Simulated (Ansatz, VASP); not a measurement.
One calculation of Sb, two programs

The input INCAR:

```
SYSTEM = Sb
PREC = Accurate ; ENCUT = 520
EDIFF = 1E-7 ; ISMEAR = -1
SIGMA = 0.03 ; LREAL = .False.
LASPH = .True. ; NELM = 100
ALGO = Normal ; ISIF = 2
LWAVE = .False. ; LCHARG = .False.
GGA = PS ; NBANDS = 8
```

The input KPOINTS:

```
regular mesh
0
Gamma
  13 13 15
  0 0 0
```

File POSCAR:

```
Sb
1.0
   -1.4850750000      1.5098750000      2.4800000000
    1.5098750000     -1.4850750000      2.4800000000
    1.5001250000      1.5001250000     -2.4649500000
Sb
1
Direct
    0.0000000000      0.0000000000      0.0000000000
```

Input for Ansatz:

```yaml
crystal:
  lattice:
    - [-1.485075, 1.509875, 2.48]
    - [1.509875, -1.485075, 2.48]
    - [1.500125, 1.500125, -2.46495]
  atoms:
    - { symbol: Sb, position: [0.0, 0.0, 0.0] }
kpoints:
  mp_grid: { grid: [13, 13, 15] }
  band_path:
    path:
      - [0.0, 0.0, 0.0]
      - [0.5, 0.5, -0.5]
      - [0.812759463, 0.187240537, -0.5]
      - [0.187240537, -0.187240537, -0.5]
      - [0.0, 0.0, -0.5]
      - [0.0, 0.0, 0.0]
      - [0.5, -0.5, 0.0]
      - [0.5, 0.0, -0.5]
      - [0.0, 0.0, 0.0]
    npoints: 5
scf:
  occupations: { method: fermi_dirac, width: 0.03 }
hamiltonian:
  xc: pbesol
  pseudopotentials: { kind: all_electron, lapw: { basis_error: 0.00025 } }
output:
  forces: true
  stress: true
  eigenvalues: true
```

Change from the starting cell: equal xy, yz and zx shear strains of +1 %.

Alike in both runs: task single point; functional PBEsol; k mesh 13 × 13 × 15; occupations fermi-dirac, width 0.03 eV; no spin polarisation.

|  | VASP | Ansatz |
| --- | --- | --- |
| version | VASP 6.6.1 | Ansatz 0.2.0 |
| potentials or method | VASP PAW PBE potentials, release 64 (Sb), cutoff 520 eV | all-electron LAPW, scalar-relativistic |

```tsv
	VASP	Ansatz	Ansatz less VASP
pressure (GPa)	15.5	15.3	-0.21
traceless stress, the component that is largest in VASP (GPa)	-1.73	-1.61	+0.123
```

VASP's potentials were made for PBE, not for PBEsol. Ansatz ran all-electron here, and VASP with PAW potentials.

Spin-orbit coupling is off throughout.
